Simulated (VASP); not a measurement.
Sr2V, 3 atoms in the cell. It takes space group P6/mmm (No. 191, hexagonal). Conventional cell: a = 5.923 Å, b = 5.923 Å, c = 3.475 Å, α = 90.00°, β = 90.00°, γ = 120.00°. Within 4.5 Å of Sr (site symmetry -6m2) lie 5 Sr at 3.42 to 3.47 Å and 6 V at 3.84 Å. V (site symmetry 6/mmm) has 2 V at 3.47 Å and 12 Sr at 3.84 Å within 4.6 Å. The cell was generated, and may not be a known phase.

| Quantity | Value |
| --- | --- |
| Program | VASP 6.6.1 |
| Task | single point |
| Functional | PBE |
| Potentials or basis | VASP PAW PBE potentials, release 64 (Sr_sv, V_sv) |
| Cutoff | 520 eV |
| k mesh | 3 × 3 × 6 |
| Occupations | gaussian, width 0.1 eV |
| Spin | collinear spin, ferromagnetic start |
| Starting moments | [0.0, 0.0, 3.58] μB |
| Dipole correction | no |
| Further INCAR settings | ALGO = Normal; EDIFF = 1e-07; NBANDS = 28 |

Potentials or basis: VASP PAW PBE potentials, release 64 (Sr_sv, V_sv).

The run is started by

```console
$ cat potpaw_PBE.64/Sr_sv/POTCAR potpaw_PBE.64/V_sv/POTCAR > POTCAR
$ mpirun -np 1 vasp_std > vasp.out
```

Hardware: 1 thread of AMD EPYC 9R45 (Zen 5), on a shared host.

Problem. How long does it take, and how much memory?

Solution. Wall time 69 s on 1 thread of AMD EPYC 9R45 (Zen 5), with other jobs on the host, peak memory 0.27 GiB. Counts: scf iterations 23, k points 12.
